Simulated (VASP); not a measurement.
A run of VASP 6.6.1 is set up as follows.

INCAR

```
ALGO     = Normal         # electronic algorithm
EDIFF    = 1E-6           # SCF threshold, eV
ENCUT    = 520            # plane-wave cutoff, eV
GGA      = PS             # functional
ISIF     = 2              # what is computed and relaxed
ISMEAR   = 0              # smearing method
LASPH    = True           # aspherical terms in the spheres
LCHARG   = False          # write CHGCAR
LREAL    = False          # projectors in reciprocal space
LWAVE    = False          # write WAVECAR
NBANDS   = 26             # bands
NELM     = 80             # most SCF steps
PREC     = Accurate       # precision mode
SIGMA    = 0.05           # smearing width, eV
```

KPOINTS

```
k-points
0
Gamma
  8 8 3
```

The input POSCAR:

```
AlN
1.0
   -3.1135599822      0.0000000000      0.0000000000
   -1.5567799911     -2.6964220408      0.0000000000
   -0.5189266637     -0.8988073469     10.2667009506
Al N
4 4
Direct
    0.3333333333      0.0406417320      0.8780748041
    0.3333333333      0.2024382850      0.3926851450
    0.6666666667      0.6166698949      0.1499903154
    0.6666666667      0.4548733418      0.6353799746
    0.3333333333      0.3024318286      0.0927045142
    0.3333333333      0.1406352755      0.5780941734
    0.6666666667      0.5548668854      0.3353993438
    0.6666666667      0.3930703323      0.8207890030
```

Potentials or basis: VASP PAW PBE potentials, release 64 (Al, N).

Command:

```bash
$ cat potpaw_PBE.64/Al/POTCAR potpaw_PBE.64/N/POTCAR > POTCAR
$ mpirun -np 1 vasp_std > vasp.out
```

(1) Predict the pressure.

(2) Predict the band gap on the k mesh.

(3) Estimate the largest force.

Answers

(1) -3.6 GPa.

(2) 3.08 eV.

(3) 1.398 eV/Å.

Caveat: the cell stands under tension; the PAW data sets were made with another functional, which shifts forces and pressure a little; an odd mesh through Γ misses points on the zone boundary, where band edges can lie.
